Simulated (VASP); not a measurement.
# TiBMoC2 (P6mm) in VASP: further runs

TiBMoC2 is run at these levels: PBE; tasks: single point.

Program: VASP 6.6.1. These are calculated values, not measurements. Logs are shortened: lines on timing, memory, paths and dates and some standing lists are left out, and cuts for length are marked.

**1. The cell of the first run**

Symmetry: P6mm, No. 183, hexagonal system. The conventional cell has a = 2.899 Å, b = 2.899 Å, c = 7.227 Å, α = 90.00°, β = 90.00°, γ = 120.00°. Within 2.9 Å of Ti (site symmetry 6mm) lie 6 C at 2.23 Å and 1 B at 2.45 Å and 1 Mo at 2.56 Å and 6 Ti at 2.90 Å. B (site symmetry 6mm) has 6 C at 1.94 Å and 1 Mo at 2.22 Å and 1 Ti at 2.45 Å within 2.6 Å. Within 2.9 Å of Mo (site symmetry 6mm) lie 1 B at 2.22 Å and 1 Ti at 2.56 Å and 6 Mo at 2.90 Å. C (site symmetry 3m) has 3 C at 1.67 Å and 3 B at 1.94 Å and 3 Ti at 2.23 Å within 2.3 Å.

The cell was generated, and may not be a known phase.

**2. Single point, PBE**

Input file INCAR:

```
PREC     = Accurate       # precision mode
ENCUT    = 520            # plane-wave cutoff, eV
EDIFF    = 1E-6           # SCF threshold, eV
ISMEAR   = 0              # smearing method
SIGMA    = 0.1            # smearing width, eV
LREAL    = F              # projectors in reciprocal space
LASPH    = T              # aspherical terms in the spheres
NELM     = 80             # most SCF steps
ALGO     = Normal         # electronic algorithm
ISIF     = 2              # what is computed and relaxed
LWAVE    = F              # write WAVECAR
LCHARG   = F              # write CHGCAR
GGA      = PE             # functional
NBANDS   = 26             # bands
```

Input file KPOINTS:

```
regular mesh
0
Gamma
  6 6 4
```

Input file POSCAR:

```
TiBMoC2
1.0
    2.8986570126      0.0000000023      0.0000000000
   -1.4493285083      2.5103106086      0.0000000000
    0.0000000000      0.0000000000      7.2269872129
Ti B Mo C
1 1 1 2
Direct
    0.0000000000      0.0000000000      0.1696924781
    0.0000000000      0.0000000000      0.8301585006
    0.0000000000      0.0000000000      0.5232312349
    0.3333333333      0.6666666667      0.9659156232
    0.6666666667      0.3333333333      0.9659156232
```

Potentials or basis: VASP PAW PBE potentials, release 64 (Ti_sv, B, Mo_sv, C).

On the command line:

```console
$ cat potpaw_PBE.64/Ti_sv/POTCAR potpaw_PBE.64/B/POTCAR potpaw_PBE.64/Mo_sv/POTCAR potpaw_PBE.64/C/POTCAR > POTCAR
$ mpirun -np 1 vasp_std > vasp.out
```

OUTCAR:

```text
PREC = Accurate
   ENCUT = 520
   EDIFF = 1E-6
   ISMEAR = 0
   LREAL = F
   LASPH = T
   NELM = 80
   ISIF = 2
   GGA = PE

 ion  position               nearest neighbor table
   1  0.000  0.000  0.170-   4 2.23   5 2.23   4 2.23   5 2.23   5 2.23   4 2.23   2 2.45   3 2.56

   2  0.000  0.000  0.830-   4 1.94   5 1.94   4 1.94   5 1.94   5 1.94   4 1.94   3 2.22   1 2.45

   3  0.000  0.000  0.523-   2 2.22   1 2.56
   4  0.333  0.667  0.966-   5 1.67   5 1.67   5 1.67   2 1.94   2 1.94   2 1.94   1 2.23   1 2.23
                             1 2.23
   5  0.667  0.333  0.966-   4 1.67   4 1.67   4 1.67   2 1.94   2 1.94   2 1.94   1 2.23   1 2.23
                             1 2.23

  LATTYP: Found a hexagonal cell.
 ALAT       =     2.8986570126
 C/A-ratio  =     2.4932191637

  Lattice vectors:

 A1 = (   2.8986570126,   0.0000000023,   0.0000000000)
 A2 = (  -1.4493285083,   2.5103106086,   0.0000000000)
 A3 = (   0.0000000000,   0.0000000000,   7.2269872129)

Analysis of symmetry for initial positions (statically):
=====================================================================
 Subroutine PRICEL returns:
 Original cell was already a primitive cell.

 Routine SETGRP: Setting up the symmetry group for a
 hexagonal supercell.

 Subroutine GETGRP returns: Found 12 space group operations
 (whereof 12 operations were pure point group operations)
 out of a pool of 24 trial point group operations.

The static configuration has the point symmetry C_6v.

Analysis of symmetry for dynamics (positions and initial velocities):
=====================================================================
 Subroutine PRICEL returns:
 Original cell was already a primitive cell.

 Routine SETGRP: Setting up the symmetry group for a
 hexagonal supercell.

 Subroutine GETGRP returns: Found 12 space group operations
 (whereof 12 operations were pure point group operations)
 out of a pool of 24 trial point group operations.

The dynamic configuration has the point symmetry C_6v.

 Subroutine INISYM returns: Found 12 space group operations
 (whereof 12 operations are pure point group operations),
 and found     1 'primitive' translations

----------------------------------------------------------------------------------------

[... 93 lines left out ...]
   NELM   =     80;   NELMIN=  2; NELMDL= -5     # of ELM steps
   EDIFF  = 0.1E-05   stopping-criterion for ELM
   LREAL  =      F    real-space projection
   EDIFFG = 0.1E-04   stopping-criterion for IOM
   NSW    =      0    number of steps for IOM
   IBRION =     -1    ionic relax: 0-MD 1-quasi-New 2-CG
   NFREE  =      0    steps in history (QN), initial steepest desc. (CG)
   ISIF   =      2    stress and relaxation
   ISYM   =      2    0-nonsym 1-usesym 2-fastsym
   POTIM  = 0.5000    time-step for ionic-motion
   TEBEG  =    0.0;   TEEND  =   0.0 temperature during run
   PSTRESS=    0.0 pullay stress
   NELECT =      37.0000    total number of electrons
   NUPDOWN=      -1.0000    fix difference up-down
   EMIN   =  10.00;   EMAX   =-10.00  energy-range for DOS
   EFERMI =   0.00;   METHOD = LEGACY
   ISMEAR =     0;   SIGMA  =   0.10  broadening in eV -4-tet -1-fermi 0-gaus
   EFERMI_NEDOS =   21; number of points for ismear=-14 and -15
   IALGO  =     38    algorithm
   IMIX   =      4    mixing-type and parameters
     AMIX     =   0.40;   BMIX     =  1.00
     AMIX_MAG =   1.60;   BMIX_MAG =  1.00
  volume/ion in A,a.u.               =      10.52        70.98
  Fermi-wavevector in a.u.,A,eV,Ry     =   1.456068  2.751569 28.846160  2.120133
  Thomas-Fermi vector in A             =   2.573029
   LORBIT       =      0    0 simple, 1 ext, 2 COOP (PROOUT), +10 PAW based schemes
   GGA     = PE    functional components
   LHFCALC =     F    Hartree Fock is set to
   AEXX    =    0.0000 exact exchange contribution
   IVDW    =     0    specifies the selected vdW correction
   LEPSILON=     F    determine dielectric tensor
   LRPA    =     F    only Hartree local field effects (RPA)
 non-spin polarized calculation
 Gauss-broadening in eV      SIGMA  =   0.10
  energy-cutoff  :      520.00
  volume of cell :       52.59
 maximum number of plane-waves:      1455
 NGX is ok and might be reduce to    24
   NGX = 11   NGY = 11   NGZ = 27

 number of electron      36.9999994 magnetization

 Free energy of the ion-electron system (eV)
  ---------------------------------------------------
  ext. energy  EPLUGINS =         0.00000000
  ---------------------------------------------------
  free energy    TOTEN  =       -35.78370949 eV

  energy without entropy =      -35.76782835  energy(sigma->0) =      -35.77576892

 E-fermi :   9.8641     XC(G=0): -12.4313

 val. band max:        9.8006040904   @ k =   0.3333   0.1667   0.2500
 cond. band min:       9.9239009263   @ k =   0.1667   0.1667   0.0000
 fundamental gap:      0.1232968359
 Fermi energy:         9.8641421037

 k-point     1 :       0.0000    0.0000    0.0000
  band No.  band energies     occupation
      1     -50.9376      2.00000
      2     -47.1611      2.00000
      3     -25.2727      2.00000
      4     -24.4903      2.00000
      5     -24.4903      2.00000
      6     -23.5448      2.00000
[... 598 lines left out ...]
     25      14.2163      0.00000
     26      14.9731      0.00000

------------------------ aborting loop because EDIFF is reached ----------------------------------------

  FORCE on cell =-STRESS in cart. coord.  units (eV):
  Direction    XX          YY          ZZ          XY          YZ          ZX
  --------------------------------------------------------------------------------------
  -------------------------------------------------------------------------------------
  Total        0.0387330      0.0387330      0.1479912     -0.0000000      0.0000000      0.0000000
  in kB        1.1800772      1.1800772      4.5088415     -0.0000000      0.0000000      0.0000000
  external PRESSURE =       2.2896653 kB  Pullay stress =       0.0000000 kB

 VOLUME and BASIS-vectors are now :
 -----------------------------------------------------------------------------
  energy-cutoff  :      520.00
  volume of cell :       52.59
      direct lattice vectors                 reciprocal lattice vectors
     2.898657013  0.000000002  0.000000000     0.344987349  0.199178539  0.000000000
    -1.449328508  2.510310609  0.000000000    -0.000000000  0.398357078  0.000000000
     0.000000000  0.000000000  7.226987213     0.000000000  0.000000000  0.138370246

 POSITION                                       TOTAL-FORCE (eV/Angst)
 -----------------------------------------------------------------------------------
      0.00000      0.00000      1.22637        -0.000000      0.000000      0.040382
      0.00000      0.00000      5.99954         0.000000      0.000000     -0.014910
      0.00000      0.00000      3.78139         0.000000     -0.000000      0.011308
     -0.00000      1.67354      6.98066        -0.000000     -0.000000     -0.018390
      1.44933      0.83677      6.98066         0.000000     -0.000000     -0.018390
 -----------------------------------------------------------------------------------
    total drift:                                0.000000      0.000000     -0.000450

  FREE ENERGIE OF THE ION-ELECTRON SYSTEM (eV)
  ---------------------------------------------------
  free  energy   TOTEN  =       -35.7837094861 eV

  energy  without entropy=      -35.7678283454  energy(sigma->0) =      -35.77576892
```

OSZICAR:

```text
N       E                     dE             d eps       ncg     rms          rms(c)
DAV:   1     0.412713337644E+03    0.41271E+03   -0.19809E+04  1092   0.156E+03
DAV:   2    -0.297622143283E+01   -0.41569E+03   -0.40439E+03  1160   0.467E+02
DAV:   3    -0.375239226343E+02   -0.34548E+02   -0.33446E+02  1776   0.122E+02
DAV:   4    -0.396367395346E+02   -0.21128E+01   -0.20921E+01  1438   0.252E+01
DAV:   5    -0.397100389220E+02   -0.73299E-01   -0.73247E-01  1670   0.415E+00    0.190E+01
DAV:   6    -0.408542662560E+02   -0.11442E+01   -0.73385E+01  1548   0.489E+01    0.127E+01
DAV:   7    -0.359910428382E+02    0.48632E+01   -0.24784E+01  1606   0.350E+01    0.601E+00
DAV:   8    -0.361145808123E+02   -0.12354E+00   -0.66175E+00  1468   0.110E+01    0.528E+00
DAV:   9    -0.357997786042E+02    0.31480E+00   -0.25383E+00  1620   0.868E+00    0.208E+00
DAV:  10    -0.357849295582E+02    0.14849E-01   -0.19505E-01  1594   0.264E+00    0.836E-01
DAV:  11    -0.357837079139E+02    0.12216E-02   -0.26218E-02  1542   0.123E+00    0.214E-01
DAV:  12    -0.357838197981E+02   -0.11188E-03   -0.29276E-03  1570   0.370E-01    0.119E-01
DAV:  13    -0.357837067809E+02    0.11302E-03   -0.94696E-04  1740   0.199E-01    0.205E-02
DAV:  14    -0.357837090787E+02   -0.22977E-05   -0.37412E-05  1382   0.464E-02    0.992E-03
DAV:  15    -0.357837094861E+02   -0.40738E-06   -0.98718E-06  1560   0.211E-02
   1 F= -.35783709E+02 E0= -.35775769E+02  d E =-.158811E-01
```

Wall time 50 s (1 thread of Intel Xeon 8259CL, shared host); peak memory 0.2 GiB.

Results:

- Free energy: -35.7837 eV
- Pressure: 0.2 GPa
- Largest force: 0.040 eV/Å
- Band gap on the k mesh: zero (an odd number of electrons rules out a gap without spin polarisation)

Forces in eV/Å, atoms in the order of the input:
```
Ti   0.000  0.000  0.040
B    0.000  0.000 -0.015
Mo   0.000  0.000  0.011
C    0.000  0.000 -0.018
C    0.000  0.000 -0.018
```

Levels at points of the mesh, in eV from the Fermi level:
```tsv
k point	band 16	band 17	band 18	band 19	band 20	band 21
(0.00, 0.00, 0.00)	-2.02	-1.68	-0.61	-0.14	-0.14	0.32
(0.50, 0.00, 0.00)	-2.71	-1.97	0.47	0.60	0.66	1.66
(0.00, 0.00, 0.50)	-1.96	-1.96	-0.16	-0.16	0.12	0.32
(0.50, 0.00, 0.50)	-2.84	-1.34	0.21	0.27	0.68	2.42
```

Caveat: the k points lie up to 0.42 Å⁻¹ apart, too coarse for converged energies and pressures of a metal; an odd number of electrons without spin polarisation forces a metal; a magnetic or distorted state may lie lower.

**3. Single point, PBE**

This run uses another cell than the first one, of 12.66 Å³/atom.

Input file INCAR:

```
SYSTEM = TiBMoC2
PREC = Accurate ; ENCUT = 520
EDIFF = 1E-7 ; ISMEAR = 0
SIGMA = 0.1 ; LREAL = .FALSE.
LASPH = .TRUE. ; NELM = 80
ALGO = Normal ; ISIF = 2
LWAVE = .FALSE. ; LCHARG = .TRUE.
GGA = PE ; LELF = .TRUE.
LVHAR = .TRUE. ; NBANDS = 26
```

Input file KPOINTS:

```
regular mesh
0
G
  6 6 4
  0 0 0
```

Input file POSCAR:

```
TiBMoC2
1.0
    3.6524850700      0.0000000000      0.0000000000
   -1.8262425400      3.1631448600      0.0000000000
    0.0000000000      0.0000000000      5.4776991000
Ti B Mo C
1 1 1 2
Direct
    0.0000000000      0.0000000000      0.1678124600
    0.0000000000      0.0000000000      0.8976864900
    0.0000000000      0.0000000000      0.5309774100
    0.3333333300      0.6666666700      0.9292185500
    0.6666666700      0.3333333300      0.9292185500
```

Potentials or basis: VASP PAW PBE potentials, release 64 (Ti_sv, B, Mo_sv, C).

On the command line:

```console
$ cat potpaw_PBE.64/Ti_sv/POTCAR potpaw_PBE.64/B/POTCAR potpaw_PBE.64/Mo_sv/POTCAR potpaw_PBE.64/C/POTCAR > POTCAR
$ mpirun -np 1 vasp_std > vasp.out
```

OUTCAR:

```text
SYSTEM = TiBMoC2
   PREC = Accurate
   ENCUT = 520
   EDIFF = 1E-7
   ISMEAR = 0
   LREAL = .FALSE.
   LASPH = .TRUE.
   NELM = 80
   ISIF = 2
   GGA = PE

 ion  position               nearest neighbor table
   1  0.000  0.000  0.168-   2 1.48   3 1.99   4 2.48   5 2.48   5 2.48   4 2.48   5 2.48   4 2.48

   2  0.000  0.000  0.898-   1 1.48   3 2.01   4 2.12   5 2.12   5 2.12   4 2.12   5 2.12   4 2.12

   3  0.000  0.000  0.531-   1 1.99   2 2.01
   4  0.333  0.667  0.929-   2 2.12   2 2.12   2 2.12   1 2.48   1 2.48   1 2.48
   5  0.667  0.333  0.929-   2 2.12   2 2.12   2 2.12   1 2.48   1 2.48   1 2.48

  LATTYP: Found a hexagonal cell.
 ALAT       =     3.6524850700
 C/A-ratio  =     1.4997184095

  Lattice vectors:

 A1 = (   3.6524850700,   0.0000000000,   0.0000000000)
 A2 = (  -1.8262425400,   3.1631448600,   0.0000000000)
 A3 = (   0.0000000000,   0.0000000000,   5.4776991000)

Analysis of symmetry for initial positions (statically):
=====================================================================
 Subroutine PRICEL returns:
 Original cell was already a primitive cell.

 Routine SETGRP: Setting up the symmetry group for a
 hexagonal supercell.

 Subroutine GETGRP returns: Found 12 space group operations
 (whereof 12 operations were pure point group operations)
 out of a pool of 24 trial point group operations.

The static configuration has the point symmetry C_6v.

Analysis of symmetry for dynamics (positions and initial velocities):
=====================================================================
 Subroutine PRICEL returns:
 Original cell was already a primitive cell.

 Routine SETGRP: Setting up the symmetry group for a
 hexagonal supercell.

 Subroutine GETGRP returns: Found 12 space group operations
 (whereof 12 operations were pure point group operations)
 out of a pool of 24 trial point group operations.

The dynamic configuration has the point symmetry C_6v.
[... 120 lines left out ...]
     AMIX     =   0.40;   BMIX     =  1.00
     AMIX_MAG =   1.60;   BMIX_MAG =  1.00
  volume/ion in A,a.u.               =      12.66        85.41
  Fermi-wavevector in a.u.,A,eV,Ry     =   1.368906  2.586857 25.495992  1.873903
  Thomas-Fermi vector in A             =   2.494828
   LORBIT       =      0    0 simple, 1 ext, 2 COOP (PROOUT), +10 PAW based schemes
   GGA     = PE    functional components
   LHFCALC =     F    Hartree Fock is set to
   AEXX    =    0.0000 exact exchange contribution
   IVDW    =     0    specifies the selected vdW correction
   LEPSILON=     F    determine dielectric tensor
   LRPA    =     F    only Hartree local field effects (RPA)
 non-spin polarized calculation
 Gauss-broadening in eV      SIGMA  =   0.10
  energy-cutoff  :      520.00
  volume of cell :       63.29
 maximum number of plane-waves:      1734
 NGX is ok and might be reduce to    28
   NGX = 13   NGY = 13   NGZ = 21

 number of electron      37.0000003 magnetization

 Free energy of the ion-electron system (eV)
  ---------------------------------------------------
  ext. energy  EPLUGINS =         0.00000000
  ---------------------------------------------------
  free energy    TOTEN  =       -26.87835325 eV

  energy without entropy =      -26.85221439  energy(sigma->0) =      -26.86528382

 E-fermi :   7.0971     XC(G=0): -11.3091

 val. band max:        7.0762897112   @ k =   0.1667   0.0000   0.2500
 cond. band min:       7.1042641662   @ k =   0.3333   0.3333   0.0000
 fundamental gap:      0.0279744550
 Fermi energy:         7.0970889553

 k-point     1 :       0.0000    0.0000    0.0000
  band No.  band energies     occupation
      1     -53.8244      2.00000
      2     -49.1339      2.00000
      3     -29.2412      2.00000
      4     -27.8357      2.00000
      5     -27.8357      2.00000
      6     -25.3108      2.00000
[... 598 lines left out ...]
     25      11.4511      0.00000
     26      11.4511      0.00000

------------------------ aborting loop because EDIFF is reached ----------------------------------------

  FORCE on cell =-STRESS in cart. coord.  units (eV):
  Direction    XX          YY          ZZ          XY          YZ          ZX
  --------------------------------------------------------------------------------------
  -------------------------------------------------------------------------------------
  Total       -9.3742764     -9.3742765     39.6464742      0.0000000      0.0000000     -0.0000000
  in kB     -237.3245335   -237.3245339   1003.7127728      0.0000004      0.0000000     -0.0000000
  external PRESSURE =     176.3545685 kB  Pullay stress =       0.0000000 kB

 VOLUME and BASIS-vectors are now :
 -----------------------------------------------------------------------------
  energy-cutoff  :      520.00
  volume of cell :       63.29
      direct lattice vectors                 reciprocal lattice vectors
     3.652485070  0.000000000  0.000000000     0.273786198  0.158070535  0.000000000
    -1.826242540  3.163144860  0.000000000     0.000000000  0.316141070  0.000000000
     0.000000000  0.000000000  5.477699100     0.000000000  0.000000000  0.182558403

 POSITION                                       TOTAL-FORCE (eV/Angst)
 -----------------------------------------------------------------------------------
      0.00000      0.00000      0.91923        -0.000000     -0.000000     13.353936
      0.00000      0.00000      4.91726        -0.000000      0.000000    -16.359946
      0.00000      0.00000      2.90853        -0.000000      0.000000      3.717588
     -0.00000      2.10876      5.08998        -0.000000      0.000000     -0.355789
      1.82624      1.05438      5.08998         0.000000      0.000000     -0.355789
 -----------------------------------------------------------------------------------
    total drift:                                0.000000      0.000000     -0.000215

  FREE ENERGIE OF THE ION-ELECTRON SYSTEM (eV)
  ---------------------------------------------------
  free  energy   TOTEN  =       -26.8783532490 eV

  energy  without entropy=      -26.8522143851  energy(sigma->0) =      -26.86528382
```

Wall time 65 s (1 thread of Intel Xeon 8259CL, shared host); peak memory 0.2 GiB.

Results:

```yaml
Free_energy: -26.8784 eV
Pressure: 17.6 GPa
Largest_force: 16.360 eV/Å
Band_gap_on_the_k_mesh: zero (an odd number of electrons rules out a gap without spin polarisation)
```

Forces on the atoms (eV/Å):
```
Ti    0.000   0.000  13.354
B     0.000   0.000 -16.360
Mo    0.000   0.000   3.718
C     0.000   0.000  -0.356
C     0.000   0.000  -0.356
```

Caveat: atoms lie so close that the PAW spheres overlap strongly, which falsifies energies and pressures; the stress differs along the axes, from -24 to 100 GPa; an odd number of electrons without spin polarisation forces a metal; a magnetic or distorted state may lie lower.

The gap in the log of VASP goes by the Fermi energy; the results here count the filled bands.